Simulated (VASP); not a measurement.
# Sb (Im-3m) in VASP: a series of runs

Runs on Sb. Level: PBE. Tasks: single point, relaxation of cell and atoms.

Program: VASP 6.6.1. These are calculated values, not measurements. Logs are shortened: lines on timing, memory, paths and dates and some standing lists are left out, and cuts for length are marked.

**1. The cell of the first run**

The structure is cubic, space group Im-3m (No. 229). Conventional cell: a = 3.363 Å, b = 3.363 Å, c = 3.363 Å, α = 90.00°, β = 90.00°, γ = 90.00°. Within 3.8 Å of Sb (site symmetry m-3m) lie 14 Sb at 2.91 to 3.36 Å.

This isn't the form of Sb at room conditions, which is rhombohedral.

**2. Single point, PBE**

The input, INCAR:

```
SYSTEM = Sb
PREC = Accurate ; ENCUT = 520
EDIFF = 1E-6 ; ISMEAR = -1
SIGMA = 0.08 ; LREAL = .FALSE.
LASPH = .TRUE. ; NELM = 80
ALGO = Normal ; ISIF = 2
LWAVE = .FALSE. ; LCHARG = .TRUE.
GGA = PE ; LELF = .TRUE.
LVHAR = .TRUE. ; NBANDS = 8
```

The input, KPOINTS:

```
Automatic mesh
0
G
  16 16 16
  0 0 0
```

The input, POSCAR:

```
Sb
1.0
   -1.6813726724      1.6813726724      1.6813726724
    1.6813726724     -1.6813726724      1.6813726724
    1.6813726724      1.6813726724     -1.6813726724
Sb
1
Direct
    0.0000000000      0.0000000000      0.0000000000
```

Potentials or basis: VASP PAW PBE potentials, release 64 (Sb).

On the command line:

```bash
$ cat potpaw_PBE.64/Sb/POTCAR > POTCAR
$ mpirun -np 1 vasp_std > vasp.out
```

OUTCAR:

```text
SYSTEM = Sb
   PREC = Accurate
   ENCUT = 520
   EDIFF = 1E-6
   ISMEAR = -1
   LREAL = .FALSE.
   LASPH = .TRUE.
   NELM = 80
   ISIF = 2
   GGA = PE

 ion  position               nearest neighbor table
   1  0.000  0.000  0.000-

  LATTYP: Found a body centered cubic cell.
 ALAT       =     3.3627453448

  Lattice vectors:

 A1 = (  -1.6813726724,   1.6813726724,   1.6813726724)
 A2 = (   1.6813726724,  -1.6813726724,   1.6813726724)
 A3 = (   1.6813726724,   1.6813726724,  -1.6813726724)

Analysis of symmetry for initial positions (statically):
=====================================================================
 Subroutine PRICEL returns:
 Original cell was already a primitive cell.

 Routine SETGRP: Setting up the symmetry group for a
 body centered cubic supercell.

 Subroutine GETGRP returns: Found 48 space group operations
 (whereof 48 operations were pure point group operations)
 out of a pool of 48 trial point group operations.

The static configuration has the point symmetry O_h .

Analysis of symmetry for dynamics (positions and initial velocities):
=====================================================================
 Subroutine PRICEL returns:
 Original cell was already a primitive cell.

 Routine SETGRP: Setting up the symmetry group for a
 body centered cubic supercell.

 Subroutine GETGRP returns: Found 48 space group operations
 (whereof 48 operations were pure point group operations)
 out of a pool of 48 trial point group operations.

The dynamic configuration has the point symmetry O_h .

 Subroutine INISYM returns: Found 48 space group operations
 (whereof 48 operations are pure point group operations),
 and found     1 'primitive' translations

----------------------------------------------------------------------------------------

                                     Primitive cell

  volume of cell :      19.0131

  direct lattice vectors                    reciprocal lattice vectors
    -1.681372672  1.681372672  1.681372672     0.000000000  0.297376071  0.297376071
     1.681372672 -1.681372672  1.681372672     0.297376071  0.000000000  0.297376071
     1.681372672  1.681372672 -1.681372672     0.297376071  0.297376071  0.000000000

  length of vectors
     2.912222895  2.912222895  2.912222895     0.420553273  0.420553273  0.420553273

  position of ions in fractional coordinates (direct lattice)
     0.000000000  0.000000000  0.000000000

  ion indices of the primitive-cell ions
[... 75 lines left out ...]
   LREAL  =      F    real-space projection
   EDIFFG = 0.1E-04   stopping-criterion for IOM
   NSW    =      0    number of steps for IOM
   IBRION =     -1    ionic relax: 0-MD 1-quasi-New 2-CG
   NFREE  =      0    steps in history (QN), initial steepest desc. (CG)
   ISIF   =      2    stress and relaxation
   ISYM   =      2    0-nonsym 1-usesym 2-fastsym
   POTIM  = 0.5000    time-step for ionic-motion
   TEBEG  =    0.0;   TEEND  =   0.0 temperature during run
   PSTRESS=    0.0 pullay stress
   NELECT =       5.0000    total number of electrons
   NUPDOWN=      -1.0000    fix difference up-down
   EMIN   =  10.00;   EMAX   =-10.00  energy-range for DOS
   EFERMI =   0.00;   METHOD = LEGACY
   ISMEAR =    -1;   SIGMA  =   0.08  broadening in eV -4-tet -1-fermi 0-gaus
   EFERMI_NEDOS =   21; number of points for ismear=-14 and -15
   IALGO  =     38    algorithm
   IMIX   =      4    mixing-type and parameters
     AMIX     =   0.40;   BMIX     =  1.00
     AMIX_MAG =   1.60;   BMIX_MAG =  1.00
  volume/ion in A,a.u.               =      19.01       128.31
  Fermi-wavevector in a.u.,A,eV,Ry     =   1.048852  1.982043 14.967638  1.100090
  Thomas-Fermi vector in A             =   2.183791
   LORBIT       =      0    0 simple, 1 ext, 2 COOP (PROOUT), +10 PAW based schemes
   GGA     = PE    functional components
   LHFCALC =     F    Hartree Fock is set to
   AEXX    =    0.0000 exact exchange contribution
   IVDW    =     0    specifies the selected vdW correction
   LEPSILON=     F    determine dielectric tensor
   LRPA    =     F    only Hartree local field effects (RPA)
 non-spin polarized calculation
  energy-cutoff  :      520.00
  volume of cell :       19.01
 maximum number of plane-waves:       533
 NGX is ok and might be reduce to    24
   NGX = 11   NGY = 11   NGZ = 11

 number of electron       5.0000000 magnetization

 Free energy of the ion-electron system (eV)
  ---------------------------------------------------
  ext. energy  EPLUGINS =         0.00000000
  ---------------------------------------------------
  free energy    TOTEN  =        -3.01662426 eV

  energy without entropy =       -3.00506100  energy(sigma->0) =       -3.01084263

 E-fermi :  13.9231     XC(G=0): -11.8244

 val. band max:       13.8998580732   @ k =   0.1875   0.1875   0.1250
 cond. band min:      13.9231132624   @ k =  -0.2500   0.2500   0.0625
 fundamental gap:      0.0232551893
 Fermi energy:        13.9230819429

 k-point     1 :       0.0000    0.0000    0.0000
  band No.  band energies     occupation
      1      -2.3587      2.00000
      2      22.6231      0.00000
      3      22.6231      0.00000
      4      22.6231      0.00000
      5      25.6696      0.00000
      6      25.6696      0.00000
      7      25.6696      0.00000
      8      25.8077      0.00000
[... 243 lines left out ...]
 k-point    24 :       0.2500    0.1875    0.0000
  band No.  band energies     occupation
      1       1.7641      2.00000
      2      10.6616      2.00000
      3      13.0111      1.99998
      4      17.7150      0.00000
      5      23.5964      0.00000
      6      24.8288      0.00000
      7      27.6667      0.00000
      8      29.9880      0.00000

 [... further k-points ...]

------------------------ aborting loop because EDIFF is reached ----------------------------------------

  FORCE on cell =-STRESS in cart. coord.  units (eV):
  Direction    XX          YY          ZZ          XY          YZ          ZX
  --------------------------------------------------------------------------------------
  -------------------------------------------------------------------------------------
  Total        5.8555610      5.8555610      5.8555610      0.0000000     -0.0000000      0.0000000
  in kB      493.4318175    493.4318175    493.4318175      0.0000000     -0.0000000      0.0000000
  external PRESSURE =     493.4318175 kB  Pullay stress =       0.0000000 kB

 VOLUME and BASIS-vectors are now :
 -----------------------------------------------------------------------------
  energy-cutoff  :      520.00
  volume of cell :       19.01
      direct lattice vectors                 reciprocal lattice vectors
    -1.681372672  1.681372672  1.681372672     0.000000000  0.297376071  0.297376071
     1.681372672 -1.681372672  1.681372672     0.297376071  0.000000000  0.297376071
     1.681372672  1.681372672 -1.681372672     0.297376071  0.297376071  0.000000000

 POSITION                                       TOTAL-FORCE (eV/Angst)
 -----------------------------------------------------------------------------------
      0.00000      0.00000      0.00000         0.000000      0.000000     -0.000000
 -----------------------------------------------------------------------------------
    total drift:                                0.000000     -0.000000     -0.000000

  FREE ENERGIE OF THE ION-ELECTRON SYSTEM (eV)
  ---------------------------------------------------
  free  energy   TOTEN  =        -3.0166242634 eV

  energy  without entropy=       -3.0050610024  energy(sigma->0) =       -3.01084263
```

OSZICAR:

```text
N       E                     dE             d eps       ncg     rms          rms(c)
DAV:   1     0.710160585583E+01    0.71016E+01   -0.18097E+03  2360   0.424E+02
DAV:   2    -0.293584867111E+01   -0.10037E+02   -0.95070E+01  3144   0.583E+01
DAV:   3    -0.303024254116E+01   -0.94394E-01   -0.94235E-01  2880   0.639E+00
DAV:   4    -0.303044841994E+01   -0.20588E-03   -0.20588E-03  3400   0.347E-01
DAV:   5    -0.303044877200E+01   -0.35206E-06   -0.35214E-06  2984   0.101E-02    0.343E+00
DAV:   6    -0.302168601397E+01    0.87628E-02   -0.36579E-04  3352   0.149E-01    0.208E+00
DAV:   7    -0.301664621053E+01    0.50398E-02   -0.84756E-04  3184   0.220E-01    0.502E-02
DAV:   8    -0.301662539332E+01    0.20817E-04   -0.33795E-05  2936   0.346E-02    0.701E-03
DAV:   9    -0.301662416105E+01    0.12323E-05   -0.10683E-06  3664   0.657E-03    0.154E-03
DAV:  10    -0.301662426344E+01   -0.10239E-06   -0.15996E-07  2640   0.235E-03
   1 F= -.30166243E+01 E0= -.30108426E+01  d E =-.115633E-01
```

stdout:

```text
POSCAR found type information on POSCAR Sb
 POSCAR found :  1 types and       1 ions
 scaLAPACK will be used
 LDA part: xc-table for (Slater+PW92), standard interpolation
 POSCAR, INCAR and KPOINTS ok, starting setup
 FFT: planning ... GRIDC
 FFT: planning ... GRID_SOFT
 FFT: planning ... GRID
 WAVECAR not read
 entering main loop
```

It took 16 s on 1 thread of Intel Xeon 8259CL, shared host; peak memory 0.15 GiB.

Results:

- Free energy: -3.0166 eV
- Pressure: 49.3 GPa
- Band gap on the k mesh: zero (an odd number of electrons rules out a gap without spin polarisation)

Caveat: the cell stands under pressure; spin-orbit coupling is left out, which moves the levels of the heavy elements.

**3. Single point, PBE**

The input, INCAR:

```
SYSTEM = Sb
PREC = Accurate
ENCUT = 520
EDIFF = 1E-6
ISMEAR = -1
SIGMA = 0.08
LREAL = .False.
LASPH = .True.
NELM = 60
ALGO = Normal
ISIF = 2
LWAVE = .False.
LCHARG = .False.
GGA = PE
NBANDS = 8
```

The input, KPOINTS:

```
Automatic mesh
0
Gamma
  16 16 16
  0 0 0
```

The input, POSCAR:

```
Sb
1.0
   -1.6812868694      1.6812868694      1.6812868694
    1.6812868694     -1.6812868694      1.6812868694
    1.6812868694      1.6812868694     -1.6812868694
Sb
1
Direct
    0.0000000000      0.0000000000      0.0000000000
```

Potentials or basis: VASP PAW PBE potentials, release 64 (Sb).

On the command line:

```bash
$ cat potpaw_PBE.64/Sb/POTCAR > POTCAR
$ mpirun -np 1 vasp_std > vasp.out
```

OUTCAR:

```text
SYSTEM = Sb
   PREC = Accurate
   ENCUT = 520
   EDIFF = 1E-6
   ISMEAR = -1
   LREAL = .False.
   LASPH = .True.
   NELM = 60
   ISIF = 2
   GGA = PE

 ion  position               nearest neighbor table
   1  0.000  0.000  0.000-

  LATTYP: Found a body centered cubic cell.
 ALAT       =     3.3625737388

  Lattice vectors:

 A1 = (  -1.6812868694,   1.6812868694,   1.6812868694)
 A2 = (   1.6812868694,  -1.6812868694,   1.6812868694)
 A3 = (   1.6812868694,   1.6812868694,  -1.6812868694)

Analysis of symmetry for initial positions (statically):
=====================================================================
 Subroutine PRICEL returns:
 Original cell was already a primitive cell.

 Routine SETGRP: Setting up the symmetry group for a
 body centered cubic supercell.

 Subroutine GETGRP returns: Found 48 space group operations
 (whereof 48 operations were pure point group operations)
 out of a pool of 48 trial point group operations.

The static configuration has the point symmetry O_h .

Analysis of symmetry for dynamics (positions and initial velocities):
[... 159 lines left out ...]
 val. band max:       13.9024219664   @ k =   0.1875   0.1875   0.1250
 cond. band min:      13.9260561251   @ k =  -0.2500   0.2500   0.0625
 fundamental gap:      0.0236341587
 Fermi energy:        13.9259111827

 k-point     1 :       0.0000    0.0000    0.0000
  band No.  band energies     occupation
      1      -2.3577      2.00000
      2      22.6276      0.00000
      3      22.6276      0.00000
      4      22.6276      0.00000
      5      25.6722      0.00000
      6      25.6722      0.00000
      7      25.6722      0.00000
      8      25.8111      0.00000
[... 243 lines left out ...]
 k-point    24 :       0.2500    0.1875    0.0000
  band No.  band energies     occupation
      1       1.7657      2.00000
      2      10.6642      2.00000
      3      13.0136      1.99998
      4      17.7181      0.00000
      5      23.5998      0.00000
      6      24.8323      0.00000
      7      27.6704      0.00000
      8      29.9917      0.00000

 [... further k-points ...]

------------------------ aborting loop because EDIFF is reached ----------------------------------------

  FORCE on cell =-STRESS in cart. coord.  units (eV):
  Direction    XX          YY          ZZ          XY          YZ          ZX
  --------------------------------------------------------------------------------------
  -------------------------------------------------------------------------------------
  Total        5.8592622      5.8592622      5.8592622     -0.0000000     -0.0000000     -0.0000000
  in kB      493.8192987    493.8192987    493.8192987     -0.0000000     -0.0000000     -0.0000000
  external PRESSURE =     493.8192987 kB  Pullay stress =       0.0000000 kB

 VOLUME and BASIS-vectors are now :
 -----------------------------------------------------------------------------
  energy-cutoff  :      520.00
  volume of cell :       19.01
      direct lattice vectors                 reciprocal lattice vectors
    -1.681286869  1.681286869  1.681286869     0.000000000  0.297391248  0.297391248
     1.681286869 -1.681286869  1.681286869     0.297391248  0.000000000  0.297391248
     1.681286869  1.681286869 -1.681286869     0.297391248  0.297391248  0.000000000

 POSITION                                       TOTAL-FORCE (eV/Angst)
 -----------------------------------------------------------------------------------
      0.00000      0.00000      0.00000         0.000000     -0.000000     -0.000000
 -----------------------------------------------------------------------------------
    total drift:                                0.000000     -0.000000     -0.000000

  FREE ENERGIE OF THE ION-ELECTRON SYSTEM (eV)
  ---------------------------------------------------
  free  energy   TOTEN  =        -3.0157277626 eV

  energy  without entropy=       -3.0041636295  energy(sigma->0) =       -3.00994570
```

OSZICAR:

```text
N       E                     dE             d eps       ncg     rms          rms(c)
DAV:   1     0.710382870130E+01    0.71038E+01   -0.18099E+03  2360   0.424E+02
DAV:   2    -0.293496098775E+01   -0.10039E+02   -0.95083E+01  3144   0.583E+01
DAV:   3    -0.302936026865E+01   -0.94399E-01   -0.94241E-01  2880   0.639E+00
DAV:   4    -0.302956614984E+01   -0.20588E-03   -0.20588E-03  3400   0.347E-01
DAV:   5    -0.302956650244E+01   -0.35259E-06   -0.35210E-06  2984   0.101E-02    0.343E+00
DAV:   6    -0.302079455443E+01    0.87719E-02   -0.36597E-04  3344   0.149E-01    0.208E+00
DAV:   7    -0.301574976086E+01    0.50448E-02   -0.84771E-04  3184   0.220E-01    0.502E-02
DAV:   8    -0.301572889595E+01    0.20865E-04   -0.33841E-05  2944   0.346E-02    0.703E-03
DAV:   9    -0.301572765717E+01    0.12388E-05   -0.10685E-06  3648   0.657E-03    0.154E-03
DAV:  10    -0.301572776264E+01   -0.10547E-06   -0.16040E-07  2656   0.235E-03
   1 F= -.30157278E+01 E0= -.30099457E+01  d E =-.115641E-01
```

Run time: 17 s. Hardware: 1 thread of Intel Xeon 8259CL, shared host; peak memory 0.15 GiB.

Results:

| Item | Value |
| --- | --- |
| Free energy | -3.0157 eV |
| Pressure | 49.4 GPa |
| Band gap on the k mesh | zero (an odd number of electrons rules out a gap without spin polarisation) |

Levels at points of the mesh, in eV from the Fermi level:
| k point | band 1 | band 2 | band 3 | band 4 | band 5 | band 6 | band 7 | band 8 |
| --- | --- | --- | --- | --- | --- | --- | --- | --- |
| (0.00, 0.00, 0.00) | -16.28 | 8.70 | 8.70 | 8.70 | 11.75 | 11.75 | 11.75 | 11.89 |
| (0.50, 0.00, 0.00) | -9.76 | -8.26 | 2.45 | 4.57 | 7.31 | 7.82 | 16.56 | 16.78 |
| (0.50, 0.50, 0.50) | -3.64 | -3.06 | -3.06 | -3.06 | 2.05 | 2.05 | 18.94 | 19.45 |

Caveat: the cell stands under pressure; spin-orbit coupling is left out, which moves the levels of the heavy elements.

(Part 1 of 2 ends here.)
